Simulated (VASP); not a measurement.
# MgO (P6_3/mmc) in VASP: further runs, part 2 of 3

VASP 6.6.1. Earlier steps stand in the parts before.

## 3. Single point, PBE (the cell strained)

INCAR reads:

```
SYSTEM = MgO
PREC     = Accurate       ! precision mode
ENCUT    = 520            ! plane-wave cutoff, eV
EDIFF    = 1E-7           ! SCF threshold, eV
ISMEAR   = 0              ! smearing method
SIGMA    = 0.05           ! smearing width, eV
LREAL    = .FALSE.        ! projectors in reciprocal space
LASPH    = .TRUE.         ! aspherical terms in the spheres
NELM     = 60             ! most SCF steps
ALGO     = Normal         ! electronic algorithm
ISIF     = 2              ! what is computed and relaxed
LWAVE    = .FALSE.        ! write WAVECAR
LCHARG   = .FALSE.        ! write CHGCAR
GGA      = PE             ! functional
NBANDS   = 16             ! bands
```

KPOINTS reads:

```
Automatic mesh
0
G
  9 9 6
  0 0 0
```

POSCAR reads:

```
MgO
1.0
    3.5623398291      0.0000000000      0.0000000000
   -1.7811699146      3.0850767889      0.0000000000
    0.0000000000      0.0000000000      4.1406048166
Mg O
2 2
Direct
    0.6666666667      0.3333333333      0.7500000000
    0.3333333333      0.6666666667      0.2500000000
    0.6666666667      0.3333333333      0.2500000000
    0.3333333333      0.6666666667      0.7500000000
```

Potentials or basis: VASP PAW PBE potentials, release 64 (Mg, O).

Command:

```console
$ cat potpaw_PBE.64/Mg/POTCAR potpaw_PBE.64/O/POTCAR > POTCAR
$ mpirun -np 1 vasp_std > vasp.out
```

OUTCAR:

```text
SYSTEM = MgO
   PREC = Accurate
   ENCUT = 520
   EDIFF = 1E-7
   ISMEAR = 0
   LREAL = .FALSE.
   LASPH = .TRUE.
   NELM = 60
   ISIF = 2
   GGA = PE

 ion  position               nearest neighbor table
   1  0.667  0.333  0.750-   4 2.06   4 2.06   4 2.06   3 2.07   3 2.07   2 2.92   2 2.92   2 2.92
                             2 2.92   2 2.92   2 2.92
   2  0.333  0.667  0.250-   3 2.06   3 2.06   3 2.06   4 2.07   4 2.07   1 2.92   1 2.92   1 2.92
                             1 2.92   1 2.92   1 2.92
   3  0.667  0.333  0.250-   2 2.06   2 2.06   2 2.06   1 2.07   1 2.07
   4  0.333  0.667  0.750-   1 2.06   1 2.06   1 2.06   2 2.07   2 2.07

  LATTYP: Found a hexagonal cell.
 ALAT       =     3.5623398291
 C/A-ratio  =     1.1623272948

  Lattice vectors:

 A1 = (   3.5623398291,   0.0000000000,   0.0000000000)
 A2 = (  -1.7811699146,   3.0850767889,   0.0000000000)
 A3 = (   0.0000000000,   0.0000000000,   4.1406048166)

Analysis of symmetry for initial positions (statically):
=====================================================================
 Subroutine PRICEL returns:
 Original cell was already a primitive cell.

 Routine SETGRP: Setting up the symmetry group for a
 hexagonal supercell.

 Subroutine GETGRP returns: Found 24 space group operations
 (whereof 12 operations were pure point group operations)
 out of a pool of 24 trial point group operations.

The static configuration has the point symmetry D_3d.
 The point group associated with its full space group is D_6h.

Analysis of symmetry for dynamics (positions and initial velocities):
=====================================================================
 Subroutine PRICEL returns:
 Original cell was already a primitive cell.

 Routine SETGRP: Setting up the symmetry group for a
 hexagonal supercell.

 Subroutine GETGRP returns: Found 24 space group operations
 (whereof 12 operations were pure point group operations)
 out of a pool of 24 trial point group operations.

[... 121 lines left out ...]
   EFERMI_NEDOS =   21; number of points for ismear=-14 and -15
   IALGO  =     38    algorithm
   IMIX   =      4    mixing-type and parameters
     AMIX     =   0.40;   BMIX     =  1.00
     AMIX_MAG =   1.60;   BMIX_MAG =  1.00
  volume/ion in A,a.u.               =      11.38        76.77
  Fermi-wavevector in a.u.,A,eV,Ry     =   1.155473  2.183527 18.165380  1.335118
  Thomas-Fermi vector in A             =   2.292101
   LORBIT       =      0    0 simple, 1 ext, 2 COOP (PROOUT), +10 PAW based schemes
   GGA     = PE    functional components
   LHFCALC =     F    Hartree Fock is set to
   AEXX    =    0.0000 exact exchange contribution
   IVDW    =     0    specifies the selected vdW correction
   LEPSILON=     F    determine dielectric tensor
   LRPA    =     F    only Hartree local field effects (RPA)
 non-spin polarized calculation
 Gauss-broadening in eV      SIGMA  =   0.05
  energy-cutoff  :      520.00
  volume of cell :       45.51
 maximum number of plane-waves:      1264
 NGX is ok and might be reduce to    28
   NGX = 13   NGY = 13   NGZ = 15

 number of electron      16.0000001 magnetization

 Free energy of the ion-electron system (eV)
  ---------------------------------------------------
  ext. energy  EPLUGINS =         0.00000000
  ---------------------------------------------------
  free energy    TOTEN  =       -23.65739113 eV

  energy without entropy =      -23.65739113  energy(sigma->0) =      -23.65739113

 E-fermi :   2.0015     XC(G=0):  -9.9138

 val. band max:        1.7272840271   @ k =   0.0000   0.0000   0.0000
 cond. band min:       5.0377106390   @ k =   0.0000   0.0000   0.0000
 fundamental gap:      3.3104266119
 Fermi energy:         2.0015188961

 k-point     1 :       0.0000    0.0000    0.0000
  band No.  band energies     occupation
      1     -15.0231      2.00000
      2     -13.6638      2.00000
      3      -1.6872      2.00000
      4       0.0568      2.00000
      5       0.0568      2.00000
      6       1.0484      2.00000
[... 433 lines left out ...]
      3      -1.6110      2.00000
      4      -0.9601      2.00000
      5      -0.9601      2.00000
      6       0.6601      2.00000
[... 8 lines left out ...]
     15      15.8886      0.00000
     16      17.9042      0.00000

 [... further k-points ...]
[... 5 lines left out ...]
  --------------------------------------------------------------------------------------
  -------------------------------------------------------------------------------------
  Total       -0.5514636     -0.5514636      1.0542422      0.0000000      0.0000000      0.0000000
  in kB      -19.4161159    -19.4161159     37.1181116      0.0000000      0.0000000      0.0000000
  external PRESSURE =      -0.5713734 kB  Pullay stress =       0.0000000 kB

 VOLUME and BASIS-vectors are now :
 -----------------------------------------------------------------------------
  energy-cutoff  :      520.00
  volume of cell :       45.51
      direct lattice vectors                 reciprocal lattice vectors
     3.562339829  0.000000000  0.000000000     0.280714375  0.162070520  0.000000000
    -1.781169915  3.085076789  0.000000000     0.000000000  0.324141040  0.000000000
     0.000000000  0.000000000  4.140604817     0.000000000  0.000000000  0.241510611

 POSITION                                       TOTAL-FORCE (eV/Angst)
 -----------------------------------------------------------------------------------
      1.78117      1.02836      3.10545         0.000000     -0.000000      0.000000
     -0.00000      2.05672      1.03515        -0.000000      0.000000      0.000000
      1.78117      1.02836      1.03515        -0.000000      0.000000      0.000000
     -0.00000      2.05672      3.10545        -0.000000      0.000000      0.000000
 -----------------------------------------------------------------------------------
    total drift:                                0.000000     -0.000000      0.000000

  FREE ENERGIE OF THE ION-ELECTRON SYSTEM (eV)
  ---------------------------------------------------
  free  energy   TOTEN  =       -23.6573911301 eV

  energy  without entropy=      -23.6573911301  energy(sigma->0) =      -23.65739113
```

OSZICAR:

```text
N       E                     dE             d eps       ncg     rms          rms(c)
DAV:   1     0.626385403243E+02    0.62639E+02   -0.75949E+03  1544   0.888E+02
DAV:   2    -0.235827893153E+02   -0.86221E+02   -0.78871E+02  2104   0.197E+02
DAV:   3    -0.276487228426E+02   -0.40659E+01   -0.40530E+01  1776   0.446E+01
DAV:   4    -0.276659696030E+02   -0.17247E-01   -0.17246E-01  1872   0.337E+00
DAV:   5    -0.276660577623E+02   -0.88159E-04   -0.88159E-04  1760   0.232E-01    0.112E+01
DAV:   6    -0.237316421030E+02    0.39344E+01   -0.10508E+01  1664   0.249E+01    0.362E+00
DAV:   7    -0.236775772917E+02    0.54065E-01   -0.15435E-01  1560   0.319E+00    0.214E+00
DAV:   8    -0.236594966430E+02    0.18081E-01   -0.10320E-01  1616   0.339E+00    0.550E-01
DAV:   9    -0.236564380605E+02    0.30586E-02   -0.92858E-03  1904   0.854E-01    0.120E-01
DAV:  10    -0.236573699986E+02   -0.93194E-03   -0.91109E-04  1552   0.231E-01    0.388E-02
DAV:  11    -0.236573921352E+02   -0.22137E-04   -0.34131E-05  1704   0.474E-02    0.224E-02
DAV:  12    -0.236573922690E+02   -0.13387E-06   -0.95054E-06  1552   0.230E-02    0.855E-03
DAV:  13    -0.236573911403E+02    0.11288E-05   -0.41072E-06  1800   0.157E-02    0.905E-04
DAV:  14    -0.236573911301E+02    0.10129E-07   -0.91072E-08  1024   0.262E-03
   1 F= -.23657391E+02 E0= -.23657391E+02  d E =-.500441E-17
```

Run time: 17 s. Hardware: 1 thread of Intel Xeon Platinum 8488C (Sapphire Rapids), shared host; peak memory 0.18 GiB.

What came out:

```
Free energy            : -23.6574 eV
Pressure               : -0.1 GPa
Band gap on the k mesh : 3.31 eV
```

Stress tensor (GPa, compression positive):
```
-1.94  0.00  0.00
 0.00 -1.94  0.00
 0.00  0.00  3.71
```

Levels at points of the mesh, in eV from the valence-band top:
```
           k point  band 6  band 7  band 8  band 9  band 10  band 11
(0.00, 0.00, 0.00)   -0.68   -0.68    0.00    3.31     9.37    12.17
(0.00, 0.00, 0.50)   -1.19   -1.19   -1.19    6.36     6.36    12.53
```

Caveat: the cell differs from its parent crystal (the cell strained).

## 4. Single point, PBE (the cell strained)

INCAR reads:

```
  ALGO = Normal
  EDIFF = 1E-6
  ENCUT = 520
  GGA = PE
  ISIF = 2
  ISMEAR = 0
  LASPH = T
  LCHARG = F
  LREAL = F
  LWAVE = F
  NBANDS = 16
  NELM = 60
  PREC = Accurate
  SIGMA = 0.05
```

KPOINTS reads:

```
k-points
0
Gamma
  9 9 6
```

POSCAR reads:

```
MgO
1.0
    3.6445625691      0.0000000000      0.0000000000
   -1.8222812846      3.1562837705      0.0000000000
    0.0000000000      0.0000000000      3.9426256573
Mg O
2 2
Direct
    0.6666666667      0.3333333333      0.7500000000
    0.3333333333      0.6666666667      0.2500000000
    0.6666666667      0.3333333333      0.2500000000
    0.3333333333      0.6666666667      0.7500000000
```

Potentials or basis: VASP PAW PBE potentials, release 64 (Mg, O).

Command:

```console
$ cat potpaw_PBE.64/Mg/POTCAR potpaw_PBE.64/O/POTCAR > POTCAR
$ mpirun -np 1 vasp_std > vasp.out
```

OUTCAR:

```text
EDIFF = 1E-6
   ENCUT = 520
   GGA = PE
   ISIF = 2
   ISMEAR = 0
   LASPH = T
   LREAL = F
   NELM = 60
   PREC = Accurate

 ion  position               nearest neighbor table
   1  0.667  0.333  0.750-   3 1.97   3 1.97   4 2.10   4 2.10   4 2.10   2 2.88   2 2.88   2 2.88
                             2 2.88   2 2.88   2 2.88
   2  0.333  0.667  0.250-   4 1.97   4 1.97   3 2.10   3 2.10   3 2.10   1 2.88   1 2.88   1 2.88
                             1 2.88   1 2.88   1 2.88
   3  0.667  0.333  0.250-   1 1.97   1 1.97   2 2.10   2 2.10   2 2.10
   4  0.333  0.667  0.750-   2 1.97   2 1.97   1 2.10   1 2.10   1 2.10

  LATTYP: Found a hexagonal cell.
 ALAT       =     3.6445625691
 C/A-ratio  =     1.0817829527

  Lattice vectors:

 A1 = (   3.6445625691,   0.0000000000,   0.0000000000)
 A2 = (  -1.8222812846,   3.1562837705,   0.0000000000)
 A3 = (   0.0000000000,   0.0000000000,   3.9426256573)

Analysis of symmetry for initial positions (statically):
=====================================================================
 Subroutine PRICEL returns:
 Original cell was already a primitive cell.

 Routine SETGRP: Setting up the symmetry group for a
 hexagonal supercell.

 Subroutine GETGRP returns: Found 24 space group operations
 (whereof 12 operations were pure point group operations)
 out of a pool of 24 trial point group operations.

The static configuration has the point symmetry D_3d.
 The point group associated with its full space group is D_6h.

Analysis of symmetry for dynamics (positions and initial velocities):
=====================================================================
 Subroutine PRICEL returns:
 Original cell was already a primitive cell.

 Routine SETGRP: Setting up the symmetry group for a
 hexagonal supercell.

[... 122 lines left out ...]
   EMIN   =  10.00;   EMAX   =-10.00  energy-range for DOS
   EFERMI =   0.00;   METHOD = LEGACY
   ISMEAR =     0;   SIGMA  =   0.05  broadening in eV -4-tet -1-fermi 0-gaus
   EFERMI_NEDOS =   21; number of points for ismear=-14 and -15
   IALGO  =     38    algorithm
   IMIX   =      4    mixing-type and parameters
     AMIX     =   0.40;   BMIX     =  1.00
     AMIX_MAG =   1.60;   BMIX_MAG =  1.00
  volume/ion in A,a.u.               =      11.34        76.51
  Fermi-wavevector in a.u.,A,eV,Ry     =   1.156767  2.185972 18.206085  1.338109
  Thomas-Fermi vector in A             =   2.293384
   LORBIT       =      0    0 simple, 1 ext, 2 COOP (PROOUT), +10 PAW based schemes
   GGA     = PE    functional components
   LHFCALC =     F    Hartree Fock is set to
   AEXX    =    0.0000 exact exchange contribution
   IVDW    =     0    specifies the selected vdW correction
   LEPSILON=     F    determine dielectric tensor
   LRPA    =     F    only Hartree local field effects (RPA)
 non-spin polarized calculation
 Gauss-broadening in eV      SIGMA  =   0.05
  energy-cutoff  :      520.00
  volume of cell :       45.35
 maximum number of plane-waves:      1239
 NGX is ok and might be reduce to    28
   NGX = 13   NGY = 13   NGZ = 15

 number of electron      16.0000005 magnetization

 Free energy of the ion-electron system (eV)
  ---------------------------------------------------
  ext. energy  EPLUGINS =         0.00000000
  ---------------------------------------------------
  free energy    TOTEN  =       -23.47919779 eV

  energy without entropy =      -23.47919779  energy(sigma->0) =      -23.47919779

 E-fermi :   1.8408     XC(G=0):  -9.8938

 val. band max:        1.5911188089   @ k =   0.0000   0.0000   0.0000
 cond. band min:       5.0167134779   @ k =   0.0000   0.0000   0.0000
 fundamental gap:      3.4255946690
 Fermi energy:         1.8407939567

 k-point     1 :       0.0000    0.0000    0.0000
  band No.  band energies     occupation
      1     -15.0815      2.00000
      2     -13.6272      2.00000
      3      -1.5427      2.00000
      4      -0.0835      2.00000
      5      -0.0835      2.00000
      6       1.1054      2.00000
[... 433 lines left out ...]
      3      -1.6745      2.00000
      4      -0.9794      2.00000
      5      -0.9794      2.00000
      6       0.6903      2.00000
[... 8 lines left out ...]
     15      16.5034      0.00000
     16      18.0259      0.00000

 [... further k-points ...]
[... 5 lines left out ...]
  --------------------------------------------------------------------------------------
  -------------------------------------------------------------------------------------
  Total       -1.0044621     -1.0044621      5.0466086      0.0000000     -0.0000000      0.0000000
  in kB      -35.4843717    -35.4843717    178.2802385      0.0000000     -0.0000000      0.0000000
  external PRESSURE =      35.7704984 kB  Pullay stress =       0.0000000 kB

 VOLUME and BASIS-vectors are now :
 -----------------------------------------------------------------------------
  energy-cutoff  :      520.00
  volume of cell :       45.35
      direct lattice vectors                 reciprocal lattice vectors
     3.644562569  0.000000000  0.000000000     0.274381351  0.158414147  0.000000000
    -1.822281285  3.156283770  0.000000000     0.000000000  0.316828293  0.000000000
     0.000000000  0.000000000  3.942625657     0.000000000  0.000000000  0.253638080

 POSITION                                       TOTAL-FORCE (eV/Angst)
 -----------------------------------------------------------------------------------
      1.82228      1.05209      2.95697         0.000000      0.000000      0.000000
     -0.00000      2.10419      0.98566        -0.000000     -0.000000      0.000000
      1.82228      1.05209      0.98566        -0.000000     -0.000000      0.000000
     -0.00000      2.10419      2.95697        -0.000000      0.000000      0.000000
 -----------------------------------------------------------------------------------
    total drift:                               -0.000000      0.000000     -0.000000

  FREE ENERGIE OF THE ION-ELECTRON SYSTEM (eV)
  ---------------------------------------------------
  free  energy   TOTEN  =       -23.4791977890 eV

  energy  without entropy=      -23.4791977890  energy(sigma->0) =      -23.47919779
```

It took 18 s on 1 thread of Intel Xeon Platinum 8488C (Sapphire Rapids), shared host; peak memory 0.17 GiB.

Results:

| Property | Result |
| --- | --- |
| Free energy | -23.4792 eV |
| Pressure | 3.6 GPa |
| Band gap on the k mesh | 3.43 eV |

Levels at points of the mesh, in eV from the valence-band top:
| k point | band 4 | band 5 | band 6 | band 7 | band 8 | band 9 | band 10 | band 11 | band 12 | band 13 |
| --- | --- | --- | --- | --- | --- | --- | --- | --- | --- | --- |
| (0.00, 0.00, 0.00) | -1.67 | -1.67 | -0.49 | -0.49 | 0.00 | 3.43 | 9.89 | 11.92 | 11.92 | 13.16 |
| (0.00, 0.00, 0.50) | -2.30 | -1.10 | -1.10 | -1.10 | -1.10 | 6.56 | 6.56 | 12.27 | 12.27 | 12.27 |

Caveat: the cell differs from its parent crystal (the cell strained); the cell stands under pressure.

(Part 2 of 3 ends here.)
